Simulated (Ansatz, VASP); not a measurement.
This is a calculation of SnSe for VASP 6.6.1.

File INCAR:

```
SYSTEM = SnSe
  PREC = Accurate
  ENCUT = 520
  EDIFF = 1E-6
  ISMEAR = -1
  SIGMA = 0.05
  LREAL = .False.
  LASPH = .True.
  NELM = 80
  ALGO = Normal
  ISIF = 2
  LWAVE = .False.
  LCHARG = .False.
  GGA = PE
  NBANDS = 28
```

File KPOINTS:

```
regular mesh
0
Gamma
  6 6 3
  0 0 0
```

The input POSCAR:

```
SnSe
1.0
    4.1978472110      0.0000000000      0.0000000000
    0.0000000000      4.1978472110      0.0000000000
    0.0000000000      0.0000000000     10.7663293357
Sn Se
2 2
Direct
    0.0000000000      0.5000000000      0.6277708900
    0.5000000000      0.0000000000      0.3722291100
    0.0000000000      0.5000000000      0.3839605100
    0.5000000000      0.0000000000      0.6160394900
```

Potentials or basis: VASP PAW PBE potentials, release 64 (Sn_d, Se).

Launch:

```sh
$ cat potpaw_PBE.64/Sn_d/POTCAR potpaw_PBE.64/Se/POTCAR > POTCAR
$ mpirun -np 1 vasp_std > vasp.out
```

Task: Set up the same calculation for Ansatz 0.2.0. Potentials there: all-electron LAPW, scalar-relativistic.

Result: As run (the cutoff follows the program's own potentials):

input.yaml

```yaml
crystal:
  lattice:
    - [4.197847211, 0.0, 0.0]
    - [0.0, 4.197847211, 0.0]
    - [0.0, 0.0, 10.7663293357]
  atoms:
    - { symbol: Sn, position: [0.0, 0.5, 0.62777089] }
    - { symbol: Sn, position: [0.5, 0.0, 0.37222911] }
    - { symbol: Se, position: [0.0, 0.5, 0.38396051] }
    - { symbol: Se, position: [0.5, 0.0, 0.61603949] }
kpoints:
  mp_grid: { grid: [6, 6, 3] }
scf:
  occupations: { method: fermi_dirac, width: 0.05 }
hamiltonian:
  xc: pbe
  pseudopotentials: { kind: all_electron, lapw: { basis_error: 0.001 } }
output:
  forces: true
  stress: true
  eigenvalues: true
```

Potentials or basis: all-electron LAPW, scalar-relativistic.

The run is started by

```sh
$ ansatz run input.yaml --threads 2 --pin off --max-ram 6144MiB --backend cpu --events-out ev --progress --plain --runs-dir out
```

Both were run:

|  | VASP | Ansatz | Ansatz less VASP |
| --- | --- | --- | --- |
| gap on the k mesh at the Fermi level (eV) | 1.40 | 1.41 | +0.009 |
| least direct gap on the mesh (eV) | 1.44 | 1.45 | +0.009 |
| rms of the force components (eV/Å) | 0.368 | 0.357 | -0.0108 |

Atom by atom the forces differ by 0.011 eV/Å (rms over components). Ansatz ran all-electron here, and VASP with PAW potentials.
